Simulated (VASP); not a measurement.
# Sm3H2 (R-3m) in VASP: notebook, part 2 of 2

VASP 6.6.1. Earlier steps stand in the parts before.

### 4 Single point, PBE

This run uses another cell than the first one, of 26.54 Å³/atom.

Contents of INCAR:

```
SYSTEM = Sm3H2
PREC = Accurate
ENCUT = 500
EDIFF = 1E-6
ISMEAR = 0
SIGMA = 0.1
LREAL = .FALSE.
LASPH = .TRUE.
NELM = 200
ALGO = Normal
ISIF = 2
LWAVE = .FALSE.
LCHARG = .FALSE.
GGA = PE
NBANDS = 26
GGA_COMPAT = .FALSE.
LMAXMIX = 6
```

Contents of KPOINTS:

```
Automatic mesh
0
G
  12 12 12
  0 0 0
```

Contents of POSCAR:

```
Sm3H2
1.0
    3.0778920253      1.7770217880      4.0430606537
   -3.0778920253      1.7770217880      4.0430606537
    0.0000000000     -3.5540435800      4.0430606519
Sm H
3 2
Direct
    0.3379820838      0.3379820838      0.3379820838
    0.6620179162      0.6620179162      0.6620179162
    0.0000000000      0.0000000000      0.0000000000
    0.8269813053      0.8269813053      0.8269813053
    0.1730186947      0.1730186947      0.1730186947
```

Potentials or basis: VASP PAW PBE potentials, release 64 (Sm_3, H), 4f in core.

On the command line:

```bash
cat potpaw_PBE.64/Sm_3/POTCAR potpaw_PBE.64/H/POTCAR > POTCAR
mpirun -np 1 vasp_std > vasp.out
```

OUTCAR:

```text
SYSTEM = Sm3H2
   PREC = Accurate
   ENCUT = 500
   EDIFF = 1E-6
   ISMEAR = 0
   LREAL = .FALSE.
   LASPH = .TRUE.
   NELM = 200
   ISIF = 2
   GGA = PE

 ion  position               nearest neighbor table
   1  0.338  0.338  0.338-   5 2.00   3 3.55   3 3.55   3 3.55   2 3.56   2 3.56   2 3.56
   2  0.662  0.662  0.662-   4 2.00   3 3.55   3 3.55   3 3.55   1 3.56   1 3.56   1 3.56
   3  0.000  0.000  0.000-   4 2.10   5 2.10   2 3.55   1 3.55   2 3.55   2 3.55   1 3.55   1 3.55

   4  0.827  0.827  0.827-   2 2.00   3 2.10
   5  0.173  0.173  0.173-   1 2.00   3 2.10

  LATTYP: Found a trigonal (rhomboedric) cell.
 ALAT       =     5.3830813856
 COS(alpha) =     0.3461549131

  Lattice vectors:

 A1 = (   3.0778920253,   1.7770217880,   4.0430606537)
 A2 = (  -3.0778920253,   1.7770217880,   4.0430606537)
 A3 = (   0.0000000000,  -3.5540435800,   4.0430606519)

Analysis of symmetry for initial positions (statically):
=====================================================================
 Subroutine PRICEL returns:
 Original cell was already a primitive cell.

 Routine SETGRP: Setting up the symmetry group for a
 trigonal (rhombohedral) supercell.

 Subroutine GETGRP returns: Found 12 space group operations
 (whereof 12 operations were pure point group operations)
 out of a pool of 12 trial point group operations.

The static configuration has the point symmetry D_3d.

Analysis of symmetry for dynamics (positions and initial velocities):
=====================================================================
 Subroutine PRICEL returns:
 Original cell was already a primitive cell.

 Routine SETGRP: Setting up the symmetry group for a
 trigonal (rhombohedral) supercell.

 Subroutine GETGRP returns: Found 12 space group operations
 (whereof 12 operations were pure point group operations)
 out of a pool of 12 trial point group operations.

The dynamic configuration has the point symmetry D_3d.

 Subroutine INISYM returns: Found 12 space group operations
 (whereof 12 operations are pure point group operations),
 and found     1 'primitive' translations

----------------------------------------------------------------------------------------

                                     Primitive cell

  volume of cell :     132.6807

  direct lattice vectors                    reciprocal lattice vectors
     3.077892025  1.777021788  4.043060654     0.162448844  0.093789884  0.082445791
    -3.077892025  1.777021788  4.043060654    -0.162448844  0.093789884  0.082445791
     0.000000000 -3.554043580  4.043060652     0.000000000 -0.187579767  0.082445791

  length of vectors
     5.383081386  5.383081386  5.383081386     0.204898700  0.204898700  0.204898700

  position of ions in fractional coordinates (direct lattice)
     0.337982084  0.337982084  0.337982084
     0.662017916  0.662017916  0.662017916
     0.000000000  0.000000000  0.000000000
     0.826981305  0.826981305  0.826981305
     0.173018695  0.173018695  0.173018695

  ion indices of the primitive-cell ions
   primitive index   ion index
                 1           1
                 2           2
                 3           3
                 4           4
                 5           5

----------------------------------------------------------------------------------------

 KPOINTS: Automatic mesh

Automatic generation of k-mesh.
 Grid dimensions read from file:
 generate k-points for:   12   12   12

 Generating k-lattice:

  Cartesian coordinates                     Fractional coordinates (reciprocal lattice)
     0.013537404  0.007815824  0.006870483     0.083333333  0.000000000  0.000000000
    -0.013537404  0.007815824  0.006870483     0.000000000  0.083333333  0.000000000
     0.000000000 -0.015631647  0.006870483     0.000000000  0.000000000  0.083333333

  Length of vectors
     0.017074892  0.017074892  0.017074892

  Shift w.r.t. Gamma in fractional coordinates (k-lattice)
     0.000000000  0.000000000  0.000000000

 Subroutine IBZKPT returns following result:
 ===========================================

 Found    189 irreducible k-points:

 Following reciprocal coordinates:
            Coordinates               Weight
  0.000000  0.000000  0.000000      1.000000
  0.083333 -0.000000 -0.000000      6.000000
  0.166667  0.000000 -0.000000      6.000000
  0.250000  0.000000  0.000000      6.000000
  0.333333  0.000000 -0.000000      6.000000
  0.416667  0.000000  0.000000      6.000000
[... 16 lines left out ...]
  0.500000  0.166667 -0.000000     12.000000
 -0.416667  0.166667  0.000000     12.000000
 [... further k-points ...]
   k-points           NKPTS =    189   k-points in BZ     NKDIM =    189   number of bands    NBANDS=     26
   number of dos      NEDOS =    301   number of ions     NIONS =      5
   total plane-waves  NPLWV =  64000
   dimension x,y,z NGX =    40 NGY =   40 NGZ =   40
   dimension x,y,z NGXF=    80 NGYF=   80 NGZF=   80
   ions per type =               3   2
   NGX,Y,Z   is equivalent  to a cutoff of  12.35, 12.35, 12.35 a.u.
   NGXF,Y,Z  is equivalent  to a cutoff of  24.71, 24.71, 24.71 a.u.
 SYSTEM =  Sm3H2
   PREC   = accura    normal or accurate (medium, high low for compatibility)
   ISTART =      0    job   : 0-new  1-cont  2-samecut
   ICHARG =      2    charge: 1-file 2-atom 10-const
   ISPIN  =      1    spin polarized calculation?
   LNONCOLLINEAR =      F non collinear calculations
   LSORBIT =      F    spin-orbit coupling
   LASPH  =      T    aspherical Exc in radial PAW
   ENCUT  =  500.0 eV  36.75 Ry    6.06 a.u.   9.81  9.81  9.81*2*pi/ulx,y,z
   NELM   =    200;   NELMIN=  2; NELMDL= -5     # of ELM steps
   EDIFF  = 0.1E-05   stopping-criterion for ELM
   LREAL  =      F    real-space projection
   EDIFFG = 0.1E-04   stopping-criterion for IOM
   NSW    =      0    number of steps for IOM
   IBRION =     -1    ionic relax: 0-MD 1-quasi-New 2-CG
   NFREE  =      0    steps in history (QN), initial steepest desc. (CG)
   ISIF   =      2    stress and relaxation
   ISYM   =      2    0-nonsym 1-usesym 2-fastsym
   POTIM  = 0.5000    time-step for ionic-motion
   TEBEG  =    0.0;   TEEND  =   0.0 temperature during run
   PSTRESS=    0.0 pullay stress
   NELECT =      35.0000    total number of electrons
   NUPDOWN=      -1.0000    fix difference up-down
   EMIN   =  10.00;   EMAX   =-10.00  energy-range for DOS
   EFERMI =   0.00;   METHOD = LEGACY
   ISMEAR =     0;   SIGMA  =   0.10  broadening in eV -4-tet -1-fermi 0-gaus
   EFERMI_NEDOS =   21; number of points for ismear=-14 and -15
   IALGO  =     38    algorithm
   IMIX   =      4    mixing-type and parameters
     AMIX     =   0.40;   BMIX     =  1.00
     AMIX_MAG =   1.60;   BMIX_MAG =  1.00
  volume/ion in A,a.u.               =      26.54       179.07
  Fermi-wavevector in a.u.,A,eV,Ry     =   1.049933  1.984086 14.998512  1.102360
  Thomas-Fermi vector in A             =   2.184916
   LORBIT       =      0    0 simple, 1 ext, 2 COOP (PROOUT), +10 PAW based schemes
   GGA     = PE    functional components
   LHFCALC =     F    Hartree Fock is set to
   AEXX    =    0.0000 exact exchange contribution
   IVDW    =     0    specifies the selected vdW correction
   LEPSILON=     F    determine dielectric tensor
   LRPA    =     F    only Hartree local field effects (RPA)
 non-spin polarized calculation
 Gauss-broadening in eV      SIGMA  =   0.10
  energy-cutoff  :      500.00
  volume of cell :      132.68
 maximum number of plane-waves:      3404
   NGX = 19   NGY = 19   NGZ = 19

 number of electron      34.9999998 magnetization

 Free energy of the ion-electron system (eV)
  ---------------------------------------------------
  ext. energy  EPLUGINS =         0.00000000
  ---------------------------------------------------
  free energy    TOTEN  =       -19.19418423 eV

  energy without entropy =      -19.17734824  energy(sigma->0) =      -19.18576623

 E-fermi :   1.6959     XC(G=0):  -8.7664

 val. band max:        1.6940569465   @ k =  -0.4167   0.4167   0.0833
 cond. band min:       1.7012047957   @ k =   0.2500   0.0000   0.0000
 fundamental gap:      0.0071478492
 Fermi energy:         1.6959357290

 k-point     1 :       0.0000    0.0000    0.0000
  band No.  band energies     occupation
      1     -39.5051      2.00000
      2     -39.4337      2.00000
      3     -39.2355      2.00000
      4     -19.0978      2.00000
      5     -19.0978      2.00000
      6     -19.0023      2.00000
[... 685 lines left out ...]
     25       4.9248      0.00000
     26       5.2201      0.00000

 [... further k-points ...]
[... 5 lines left out ...]
  --------------------------------------------------------------------------------------
  -------------------------------------------------------------------------------------
  Total        0.1394186      0.1394186      0.3130050      0.0000000     -0.0000000      0.0000000
  in kB        1.6835412      1.6835412      3.7796724      0.0000000     -0.0000000      0.0000000
  external PRESSURE =       2.3822516 kB  Pullay stress =       0.0000000 kB

 VOLUME and BASIS-vectors are now :
 -----------------------------------------------------------------------------
  energy-cutoff  :      500.00
  volume of cell :      132.68
      direct lattice vectors                 reciprocal lattice vectors
     3.077892025  1.777021788  4.043060654     0.162448844  0.093789884  0.082445791
    -3.077892025  1.777021788  4.043060654    -0.162448844  0.093789884  0.082445791
     0.000000000 -3.554043580  4.043060652     0.000000000 -0.187579767  0.082445791

 POSITION                                       TOTAL-FORCE (eV/Angst)
 -----------------------------------------------------------------------------------
      0.00000     -0.00000      4.09945         0.000000     -0.000000      0.036792
      0.00000     -0.00000      8.02974         0.000000      0.000000     -0.036792
      0.00000      0.00000      0.00000         0.000000      0.000000      0.000000
      0.00000     -0.00000     10.03061         0.000000     -0.000000      0.002331
      0.00000     -0.00000      2.09858         0.000000      0.000000     -0.002331
 -----------------------------------------------------------------------------------
    total drift:                                0.000000     -0.000000     -0.000000

  FREE ENERGIE OF THE ION-ELECTRON SYSTEM (eV)
  ---------------------------------------------------
  free  energy   TOTEN  =       -19.1941842307 eV

  energy  without entropy=      -19.1773482358  energy(sigma->0) =      -19.18576623
```

OSZICAR:

```text
N       E                     dE             d eps       ncg     rms          rms(c)
DAV:   1     0.294326003520E+03    0.29433E+03   -0.15628E+04  9828   0.113E+03
DAV:   2    -0.127401482796E+02   -0.30707E+03   -0.30097E+03 11598   0.323E+02
DAV:   3    -0.205532698679E+02   -0.78131E+01   -0.77033E+01 12244   0.505E+01
DAV:   4    -0.206686083174E+02   -0.11534E+00   -0.11422E+00 12462   0.595E+00
DAV:   5    -0.206717097306E+02   -0.31014E-02   -0.30972E-02 13420   0.810E-01    0.804E+00
DAV:   6    -0.194338443549E+02    0.12379E+01   -0.16780E+00 11222   0.566E+00    0.409E+00
DAV:   7    -0.191929774864E+02    0.24087E+00   -0.11006E+00 10992   0.385E+00    0.109E+00
DAV:   8    -0.191938045949E+02   -0.82711E-03   -0.81303E-02 11186   0.158E+00    0.488E-01
DAV:   9    -0.191942543298E+02   -0.44973E-03   -0.88892E-03 12350   0.527E-01    0.104E-01
DAV:  10    -0.191941542427E+02    0.10009E-03   -0.86404E-04 11780   0.127E-01    0.363E-02
DAV:  11    -0.191941978600E+02   -0.43617E-04   -0.14425E-04 12220   0.654E-02    0.176E-02
DAV:  12    -0.191941832739E+02    0.14586E-04   -0.54102E-05 11242   0.310E-02    0.435E-03
DAV:  13    -0.191941844591E+02   -0.11851E-05   -0.50661E-06  9856   0.130E-02    0.223E-03
DAV:  14    -0.191941842307E+02    0.22842E-06   -0.62485E-07  6438   0.390E-03
   1 F= -.19194184E+02 E0= -.19185766E+02  d E =-.168360E-01
```

Wall time 3.2 min (1 thread of Intel Xeon 6975P-C (Granite Rapids), shared host); peak memory 0.6 GiB.

What came out:

* Free energy: -19.1942 eV
* Pressure: 0.2 GPa
* Largest force: 0.037 eV/Å
* Band gap on the k mesh: zero (an odd number of electrons rules out a gap without spin polarisation)

Forces on the atoms (eV/Å):
```
Sm   0.000  0.000  0.037
Sm   0.000  0.000 -0.037
Sm   0.000  0.000  0.000
H    0.000  0.000  0.002
H    0.000  0.000 -0.002
```

Caveat: spin-orbit coupling is left out, which moves the levels of the heavy elements; the 4f electrons are frozen in the core, so they carry no moment and show no levels. Spin polarisation is off, so any magnetic state and its effect on volume and gap are missing.
